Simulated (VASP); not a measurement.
CdSe: single point with PBE

CdSe:

```xyz
2
Lattice="0.0000 2.8408 2.8408 2.8408 0.0000 2.8408 2.8408 2.8408 0.0000" Properties=species:S:1:pos:R:3 pbc="T T T"
Cd    0.0000    0.0000    0.0000
Se    1.4204    1.4204    1.4204
```

* Program: VASP 6.6.1
* Task: single point
* Functional: PBE
* Potentials or basis: VASP PAW PBE potentials, release 64 (Cd, Se)
* Cutoff: 500 eV
* k mesh: 8 × 8 × 8
* Occupations: fermi-dirac, width 0.1 eV
* Spin: no spin polarisation
* Dipole correction: no
* Further INCAR settings: ALGO = Normal; EDIFF = 1e-06; NBANDS = 16

```yaml
Pressure: 22.2 GPa
Band_gap_on_the_k_mesh: 1.02 eV
```

Levels at points of the mesh, in eV from the valence-band top:
| k point | band 7 | band 8 | band 9 | band 10 | band 11 | band 12 |
| --- | --- | --- | --- | --- | --- | --- |
| (0.00, 0.00, 0.00) | 0.00 | 0.00 | 0.00 | 1.02 | 5.84 | 5.84 |
| (0.50, 0.00, 0.00) | -5.79 | -1.10 | -1.10 | 2.59 | 6.40 | 6.40 |
| (0.50, 0.50, 0.00) | -5.12 | -2.68 | -2.68 | 2.67 | 3.79 | 10.23 |

Run time: 36 s on 1 thread of Intel(R) Xeon(R) Platinum 8175M CPU @ 2.50GHz (Skylake/Cascade Lake), with other jobs on the host, peak memory 0.17 GiB.

Caveat: the cell stands under pressure.
